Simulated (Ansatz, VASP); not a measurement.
**Two plane-wave programs on NaF**

POSCAR

```
NaF
1.0
    2.2970715533      2.2970715533      0.0000000000
   -2.2970715533      2.2970715533      0.0000000000
    0.0000000000      2.2970715533      2.2970715533
Na F
1 1
Direct
    0.0000000000      0.0000000000      0.0000000000
    0.5000000000      0.5000000000      0.0000000000
```

The input INCAR.step1:

```
SYSTEM = NaF
  ALGO = Normal
  EDIFF = 1E-4
  ENCUT = 520
  GGA = PE
  ISMEAR = 0
  LASPH = .True.
  LCHARG = .False.
  LREAL = .False.
  LWAVE = .True.
  NBANDS = 14
  NELM = 100
  PREC = Accurate
  SIGMA = 0.01
```

File INCAR.step2:

```
SYSTEM = NaF
  ALGO = Normal
  EDIFF = 1E-6
  ENCUT = 520
  ISIF = 2
  ISMEAR = 0
  ISTART = 1
  LASPH = .True.
  LCHARG = .True.
  LELF = .True.
  LMIXTAU = .True.
  LREAL = .False.
  LVHAR = .True.
  LWAVE = .False.
  METAGGA = R2SCAN
  NBANDS = 14
  NELM = 100
  PREC = Accurate
  SIGMA = 0.01
```

The input KPOINTS:

```
k-points
0
Gamma
  8 8 8
  0 0 0
```

Input for Ansatz:

```yaml
crystal:
  lattice:
    - [2.29707155327, 2.29707155327, 0.0]
    - [-2.29707155327, 2.29707155327, 0.0]
    - [0.0, 2.29707155327, 2.29707155327]
  atoms:
    - { symbol: Na, position: [0.0, 0.0, 0.0] }
    - { symbol: F, position: [0.5, 0.5, 0.0] }
kpoints:
  mp_grid: { grid: [8, 8, 8] }
scf:
  occupations: { method: fixed }
  convergence: { dr2_threshold: 1.0e-10 }
hamiltonian:
  xc: r2scan
  pseudopotentials: { kind: paw }
output:
  forces: true
  stress: true
  eigenstates:
    kpoints:
      - [0.0, 0.0, 0.0]
      - [-0.5, -0.5, -0.5]
      - [-0.5, 0.5, 0.0]
      - [0.0, 0.0, -0.5]
      - [0.0, -0.5, -0.5]
      - [0.0, 0.5, 0.0]
      - [-0.5, 0.0, 0.0]
      - [-0.5, 0.0, -0.5]
  eigenvalues: true
```

Change from the starting cell: unstrained.

Alike in both runs: task single point; functional r2SCAN; k mesh 8 × 8 × 8; no spin polarisation.

|  | VASP | Ansatz |
| --- | --- | --- |
| version | VASP 6.6.1 | Ansatz 0.2.0 |
| potentials or method | VASP PAW PBE potentials, release 64 (Na_pv, F) | PAW with Ansatz's default frozen-core files, scalar-relativistic |
| plane-wave cutoff (eV) | 520 | 500 |
| occupations | gaussian, width 0.01 eV | fixed |
| valence electrons in the cell | 14 | 16 |

|  | VASP | Ansatz | Ansatz less VASP |
| --- | --- | --- | --- |
| gap on the k mesh at the Fermi level (eV) | 7.32 | 7.28 | -0.041 |
| pressure (GPa) | -0.8 | 0.0 | +0.85 |

VASP's potentials were made for PBE, not for r2SCAN. VASP's potentials hold 14 valence electrons a cell and Ansatz's 16, so a difference there can come from the potentials and not from the codes.
